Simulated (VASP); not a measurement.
Runs of VASP 6.6.1 on N. It takes space group P2_13 (No. 198, cubic). Conventional cell: a = 5.815 Å, b = 5.815 Å, c = 5.815 Å, α = 90.00°, β = 90.00°, γ = 90.00°. Within 1.5 Å of N (site symmetry 3) lie 1 N at 1.11 Å. Within 1.5 Å of N (site symmetry 3) lie 1 N at 1.11 Å. 

```csv
task,level,potentials or basis,cell,k mesh,cutoff (eV),smearing,gap on the mesh (eV),pressure (GPa),relaxed volume (Å³/atom),largest force (eV/Å)
single point,r2SCAN,"VASP PAW PBE potentials, release 64 (N_h)",as given,4 × 4 × 4,910,gaussian 0.01 eV,(a),-2.4,-,1.82
single point,LDA,"VASP PAW LDA potentials, release 64 (N_h)",as given,4 × 4 × 4,910,gaussian 0.01 eV,7.30,-2.4,-,1.41
relaxation of cell and atoms,r2SCAN,"VASP PAW PBE potentials, release 64 (N)",relaxed,5 × 5 × 5,600,fermi-dirac 0.05 eV,7.99,0.0,22.52,0.01
relaxation of cell and atoms,PBEsol,"VASP PAW PBE potentials, release 64 (N)",relaxed,5 × 5 × 5,600,fermi-dirac 0.05 eV,7.34,0.0,(b),0.01
```

Alike in all rows: no spin polarisation.

Problem. Fill in the values left out.

Solution. (a) 8.18; (b) 24.55.

Caveats: the PAW data sets were made with another functional, which shifts forces and pressure a little (at least some runs); the cutoff is under 1.25 times the usual one of these potentials, so pressure, stress and relaxed cells hold a basis-set (Pulay) error (at least some runs); the standard files for N, O and F lose accuracy on very short bonds (at least some runs); an odd mesh through Γ misses points on the zone boundary, where band edges can lie (at least some runs); forces of over 1 eV/Å act on the atoms, so gaps and moduli don't describe the material at rest (at least some runs); this functional lacks dispersion, which holds the molecules together, so the pressure and a relaxed volume are unreliable (at least some runs).
